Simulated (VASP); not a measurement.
Si:

```
CELL_PARAMETERS angstrom
0.00000 2.72212 2.72212
2.72212 0.00000 2.72212
2.72212 2.72212 0.00000
ATOMIC_POSITIONS crystal
Si 0.25000 0.25000 0.25000
Si 0.00000 0.00000 0.00000
```

Base run:

```yaml
Program: VASP 6.6.1
Functional: HSE06
Potentials_or_basis: VASP PAW PBE potentials, release 64 (Si)
Cutoff: 520 eV
k_mesh: 6 × 6 × 6
Occupations: gaussian, width 0.01 eV
Spin: no spin polarisation
```

Its results: band gap on the k mesh 1.31 eV (least direct gap 3.32 eV); pressure -0.5 GPa.

Problem. The run is repeated on the same cell with these changes: functional from HSE06 to PBE0; further incar settings from ALGO = Normal; EDIFF = 1e-07; NBANDS = 11 to ALGO = Normal; EDIFF = 1e-06; NBANDS = 11. What comes out?

Solution. Band gap on the k mesh 1.99 eV (least direct gap 4.01 eV); pressure -0.7 GPa.

Caveats: the PAW data sets were made with another functional, which shifts forces and pressure a little.

A k mesh can miss the band edges.
